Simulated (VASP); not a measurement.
# Na3Cl2 (P1) in VASP: single point with PBE

Aim: the single point of Na3Cl2 with PBE.

All numbers are computed with VASP 6.6.1; they aren't measurements. Logs are shortened: lines on timing, memory, paths and dates and some standing lists are left out, and cuts for length are marked.

### Step 1. The cell of the first run

The typed cell holds 5 atoms: a = 10.321 Å, b = 10.321 Å, c = 3.528 Å, α = 90.00°, β = 90.00°, γ = 160.36°.

### Step 2. Single point, PBE

The input, INCAR:

```
ALGO = Normal ; EDIFF = 1E-6
ENCUT = 520 ; GGA = PE
ISIF = 2 ; ISMEAR = 0
LASPH = True ; LCHARG = False
LREAL = False ; LWAVE = False
NBANDS = 26 ; NELM = 80
PREC = Accurate ; SIGMA = 0.1
```

The input, KPOINTS:

```
k-points
0
Gamma
  1 1 1
```

The input, POSCAR:

```
Na3Cl2
1.0
    1.7599510000    -10.1702560000      0.0000000000
    1.7599510000     10.1702560000      0.0000000000
    0.0000000000      0.0000000000      3.5276360000
Na Cl
3 2
Direct
    0.4751170203      0.4829806234     -0.0454117742
    0.3092611399      0.6541220272      0.0307396415
    0.6698866390      0.3371485750     -0.0490710518
    0.9025967872      0.0750013778      0.5086826344
    0.0777324387      0.9028219632      0.4885282378
```

Potentials or basis: VASP PAW PBE potentials, release 64 (Na_pv, Cl).

On the command line:

```sh
$ cat potpaw_PBE.64/Na_pv/POTCAR potpaw_PBE.64/Cl/POTCAR > POTCAR
$ mpirun -np 1 vasp_gam > vasp.out
```

OUTCAR:

```text
EDIFF = 1E-6
   ENCUT = 520
   GGA = PE
   ISIF = 2
   ISMEAR = 0
   LASPH = True
   LREAL = False
   NELM = 80
   PREC = Accurate

 ion  position               nearest neighbor table
   1  0.475  0.483  0.955-
   2  0.309  0.654  0.031-
   3  0.670  0.337  0.951-
   4  0.903  0.075  0.509-
   5  0.078  0.903  0.489-

  LATTYP: Found a base centered orthorhombic cell.
 ALAT       =     3.5199020000
 B/A-ratio  =     5.7787154301
 C/A-ratio  =     1.0021972203

  Lattice vectors:

 A1 = (   1.7599510000, -10.1702560000,   0.0000000000)
 A2 = (   1.7599510000,  10.1702560000,   0.0000000000)
 A3 = (   0.0000000000,   0.0000000000,   3.5276360000)

Analysis of symmetry for initial positions (statically):
=====================================================================
 Subroutine PRICEL returns:
 Original cell was already a primitive cell.

 Routine SETGRP: Setting up the symmetry group for a
 base centered orthorhombic supercell.

 Subroutine GETGRP returns: Found  1 space group operations
 (whereof  1 operations were pure point group operations)
 out of a pool of  8 trial point group operations.

The static configuration has the point symmetry C_1 .

Analysis of symmetry for dynamics (positions and initial velocities):
=====================================================================
 Subroutine PRICEL returns:
 Original cell was already a primitive cell.

 Routine SETGRP: Setting up the symmetry group for a
 base centered orthorhombic supercell.

 Subroutine GETGRP returns: Found  1 space group operations
 (whereof  1 operations were pure point group operations)
 out of a pool of  8 trial point group operations.

The dynamic configuration has the point symmetry C_1 .

 Subroutine INISYM returns: Found  1 space group operations
 (whereof  1 operations are pure point group operations),
 and found     1 'primitive' translations

----------------------------------------------------------------------------------------

                                     Primitive cell

  volume of cell :     126.2834

  direct lattice vectors                    reciprocal lattice vectors
     1.759951000-10.170256000  0.000000000     0.284098819 -0.049162971  0.000000000
     1.759951000 10.170256000  0.000000000     0.284098819  0.049162971  0.000000000
     0.000000000  0.000000000  3.527636000     0.000000000  0.000000000  0.283475960

  length of vectors
    10.321411465 10.321411465  3.527636000     0.288321238  0.288321238  0.283475960

  position of ions in fractional coordinates (direct lattice)
     0.475117020  0.482980623  0.954588226
     0.309261140  0.654122027  0.030739641
     0.669886639  0.337148575  0.950928948
     0.902596787  0.075001378  0.508682634
     0.077732439  0.902821963  0.488528238

  ion indices of the primitive-cell ions
   primitive index   ion index
                 1           1
                 2           2
                 3           3
                 4           4
                 5           5

----------------------------------------------------------------------------------------

 KPOINTS: k-points

Automatic generation of k-mesh.
 Grid dimensions read from file:
 generate k-points for:    1    1    1

 Generating k-lattice:

  Cartesian coordinates                     Fractional coordinates (reciprocal lattice)
     0.284098819 -0.049162971  0.000000000     1.000000000  0.000000000  0.000000000
     0.284098819  0.049162971  0.000000000     0.000000000  1.000000000  0.000000000
     0.000000000  0.000000000  0.283475960     0.000000000  0.000000000  1.000000000

  Length of vectors
     0.288321238  0.288321238  0.283475960

  Shift w.r.t. Gamma in fractional coordinates (k-lattice)
     0.000000000  0.000000000  0.000000000

 Subroutine IBZKPT returns following result:
 ===========================================

 Found      1 irreducible k-points:

 Following reciprocal coordinates:
            Coordinates               Weight
  0.000000  0.000000  0.000000      1.000000
   k-points           NKPTS =      1   k-points in BZ     NKDIM =      1   number of bands    NBANDS=     26
   number of dos      NEDOS =    301   number of ions     NIONS =      5
   total plane-waves  NPLWV = 179200
   dimension x,y,z NGX =    80 NGY =   80 NGZ =   28
   dimension x,y,z NGXF=   160 NGYF=  160 NGZF=   56
   ions per type =               3   2
   NGX,Y,Z   is equivalent  to a cutoff of  12.89, 12.89, 13.20 a.u.
   NGXF,Y,Z  is equivalent  to a cutoff of  25.77, 25.77, 26.39 a.u.
 SYSTEM =  unknown system
   PREC   = accura    normal or accurate (medium, high low for compatibility)
   ISTART =      0    job   : 0-new  1-cont  2-samecut
   ICHARG =      2    charge: 1-file 2-atom 10-const
   ISPIN  =      1    spin polarized calculation?
   LNONCOLLINEAR =      F non collinear calculations
   LSORBIT =      F    spin-orbit coupling
   LASPH  =      T    aspherical Exc in radial PAW
   ENCUT  =  520.0 eV  38.22 Ry    6.18 a.u.  19.19 19.19  6.56*2*pi/ulx,y,z
   NELM   =     80;   NELMIN=  2; NELMDL= -5     # of ELM steps
   EDIFF  = 0.1E-05   stopping-criterion for ELM
   LREAL  =      F    real-space projection
   EDIFFG = 0.1E-04   stopping-criterion for IOM
   NSW    =      0    number of steps for IOM
   IBRION =     -1    ionic relax: 0-MD 1-quasi-New 2-CG
   NFREE  =      0    steps in history (QN), initial steepest desc. (CG)
   ISIF   =      2    stress and relaxation
   ISYM   =      2    0-nonsym 1-usesym 2-fastsym
   POTIM  = 0.5000    time-step for ionic-motion
   TEBEG  =    0.0;   TEEND  =   0.0 temperature during run
   PSTRESS=    0.0 pullay stress
   NELECT =      35.0000    total number of electrons
   NUPDOWN=      -1.0000    fix difference up-down
   EMIN   =  10.00;   EMAX   =-10.00  energy-range for DOS
   EFERMI =   0.00;   METHOD = LEGACY
   ISMEAR =     0;   SIGMA  =   0.10  broadening in eV -4-tet -1-fermi 0-gaus
   EFERMI_NEDOS =   21; number of points for ismear=-14 and -15
   IALGO  =     38    algorithm
   IMIX   =      4    mixing-type and parameters
     AMIX     =   0.40;   BMIX     =  1.00
     AMIX_MAG =   1.60;   BMIX_MAG =  1.00
  volume/ion in A,a.u.               =      25.26       170.44
  Fermi-wavevector in a.u.,A,eV,Ry     =   1.067371  2.017039 15.500860  1.139281
  Thomas-Fermi vector in A             =   2.202985
   LORBIT       =      0    0 simple, 1 ext, 2 COOP (PROOUT), +10 PAW based schemes
   GGA     = PE    functional components
   LHFCALC =     F    Hartree Fock is set to
   AEXX    =    0.0000 exact exchange contribution
   IVDW    =     0    specifies the selected vdW correction
   LEPSILON=     F    determine dielectric tensor
   LRPA    =     F    only Hartree local field effects (RPA)
 non-spin polarized calculation
 Gauss-broadening in eV      SIGMA  =   0.10
  energy-cutoff  :      520.00
  volume of cell :      126.28
 maximum number of plane-waves:      1714
 NGX is ok and might be reduce to    80
   NGX = 39   NGY = 39   NGZ = 13

 number of electron      35.0000004 magnetization

 Free energy of the ion-electron system (eV)
  ---------------------------------------------------
  ext. energy  EPLUGINS =         0.00000000
  ---------------------------------------------------
  free energy    TOTEN  =       -10.27524649 eV

  energy without entropy =      -10.21882753  energy(sigma->0) =      -10.24703701

 E-fermi :   1.0286     XC(G=0):  -7.6434

 val. band max:        1.0286177663   @ k =   0.0000   0.0000   0.0000
 cond. band min:       4.3972621389   @ k =   0.0000   0.0000   0.0000
 fundamental gap:      3.3686443726
 Fermi energy:         1.0286177663

 k-point     1 :       0.0000    0.0000    0.0000
  band No.  band energies     occupation
      1     -23.0686      2.00000
      2     -23.0060      2.00000
      3     -23.0027      2.00000
      4     -22.5565      2.00000
      5     -22.5189      2.00000
      6     -22.5166      2.00000
      7     -22.5084      2.00000
      8     -22.4690      2.00000
      9     -22.4673      2.00000
     10     -13.6798      2.00000
     11     -13.4812      2.00000
     12      -3.1661      2.00000
     13      -1.9265      2.00000
     14      -0.9052      2.00000
     15      -0.8950      2.00000
     16      -0.7550      2.00000
     17      -0.7444      2.00000
     18       1.0286      1.00000
     19       4.3973      0.00000
     20       4.5494      0.00000
     21       7.0234      0.00000
     22       8.1463      0.00000
     23       8.2952      0.00000
     24       9.1522      0.00000
     25       9.8660      0.00000
     26      11.1128      0.00000

------------------------ aborting loop because EDIFF is reached ----------------------------------------

  FORCE on cell =-STRESS in cart. coord.  units (eV):
  Direction    XX          YY          ZZ          XY          YZ          ZX
  --------------------------------------------------------------------------------------
  -------------------------------------------------------------------------------------
  Total        8.9025614      1.7687865      8.5577496     -0.0153754     -0.1075300      0.0009672
  in kB      112.9482065     22.4408740    108.5735241     -0.1950703     -1.3642496      0.0122707
  external PRESSURE =      81.3208682 kB  Pullay stress =       0.0000000 kB

 VOLUME and BASIS-vectors are now :
 -----------------------------------------------------------------------------
  energy-cutoff  :      520.00
  volume of cell :      126.28
      direct lattice vectors                 reciprocal lattice vectors
     1.759951000-10.170256000  0.000000000     0.284098819 -0.049162971  0.000000000
     1.759951000 10.170256000  0.000000000     0.284098819  0.049162971  0.000000000
     0.000000000  0.000000000  3.527636000     0.000000000  0.000000000  0.283475960

 POSITION                                       TOTAL-FORCE (eV/Angst)
 -----------------------------------------------------------------------------------
      1.68620      0.07997      3.36744         0.007859     -0.052730      0.028318
      1.69551      3.50732      0.10844         0.009193      0.109832      0.016313
      1.77233     -3.38403      3.35453        -0.017011     -0.112651      0.016190
      1.72052     -8.41686      1.79445        -0.012017      0.218670     -0.014787
      1.72573      8.39137      1.72335         0.011977     -0.163121     -0.046034
 -----------------------------------------------------------------------------------
    total drift:                                0.000001      0.000583     -0.001857

  FREE ENERGIE OF THE ION-ELECTRON SYSTEM (eV)
  ---------------------------------------------------
  free  energy   TOTEN  =       -10.2752464902 eV

  energy  without entropy=      -10.2188275318  energy(sigma->0) =      -10.24703701
```

It took 27 s on 1 thread of Intel Xeon 8259CL, shared host; peak memory 0.37 GiB.

What came out:

```
Free energy            : -10.2752 eV
Pressure               : 8.1 GPa
Largest force          : 0.219 eV/Å
Band gap on the k mesh : zero (an odd number of electrons rules out a gap without spin polarisation)
```

Forces in eV/Å, atoms in the order of the input:
```
Na   0.008 -0.053  0.028
Na   0.009  0.110  0.016
Na  -0.017 -0.113  0.016
Cl  -0.012  0.219 -0.015
Cl   0.012 -0.163 -0.046
```

Caveat: the k points lie up to 1.81 Å⁻¹ apart, too coarse for converged energies and pressures of a metal; an odd number of electrons without spin polarisation forces a metal; a magnetic or distorted state may lie lower.
